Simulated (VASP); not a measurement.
Set up this calculation in VASP 6.6.1, as the native input.

```yaml
Task: single point
Functional: PBE
Potentials_or_basis: VASP PAW PBE potentials, release 64 (Sn_d, O)
Cutoff: 520 eV
k_mesh: 4 × 4 × 6
Occupations: fermi-dirac, width 0.03 eV
Spin: no spin polarisation
Dipole_correction: no
Further_INCAR_settings: ALGO = Normal; EDIFF = 1e-06; NBANDS = 35
```

The structure of SnO2 lies in POSCAR:

```
SnO2
1.0
    4.7847235000      0.0000000000      0.0000000000
    0.0000000000      4.7847235000      0.0000000000
    0.0000000000      0.0000000000      3.1864000000
Sn O
2 4
Direct
    0.0000000000      0.0000000000      0.0000000000
    0.5000000000      0.5000000000      0.5000000000
    0.3056200000      0.3056200000      0.0000000000
    0.1943800000      0.8056200000      0.5000000000
    0.6943800000      0.6943800000      0.0000000000
    0.8056200000      0.1943800000      0.5000000000
```

This cell differs from its parent crystal: equal xx and yy strain of +1 %.

These files were run (other wordings do the same):

INCAR

```
SYSTEM = SnO2
PREC     = Accurate       ! precision mode
ENCUT    = 520            ! plane-wave cutoff, eV
EDIFF    = 1E-6           ! SCF threshold, eV
ISMEAR   = -1             ! smearing method
SIGMA    = 0.03           ! smearing width, eV
LREAL    = .False.        ! projectors in reciprocal space
LASPH    = .True.         ! aspherical terms in the spheres
NELM     = 80             ! most SCF steps
ALGO     = Normal         ! electronic algorithm
ISIF     = 2              ! what is computed and relaxed
LWAVE    = .False.        ! write WAVECAR
LCHARG   = .False.        ! write CHGCAR
GGA      = PE             ! functional
NBANDS   = 35             ! bands
```

KPOINTS

```
Automatic mesh
0
Gamma
  4 4 6
  0 0 0
```

Potentials or basis: VASP PAW PBE potentials, release 64 (Sn_d, O).

The run is started by

```sh
$ cat potpaw_PBE.64/Sn_d/POTCAR potpaw_PBE.64/O/POTCAR > POTCAR
$ mpirun -np 1 vasp_std > vasp.out
```

It gave:

The pressure is 7.4 GPa and the largest force is 0.023 eV/Å. The band gap on the k mesh is 1.05 eV, direct.

Caveat: the cell differs from its parent crystal (equal xx and yy strain of +1 %); spin-orbit coupling is left out, which moves the levels of the heavy elements.

It took 18 s on 1 thread of Intel(R) Xeon(R) 6975P-C (Granite Rapids), on a shared host, peak memory 0.19 GiB.
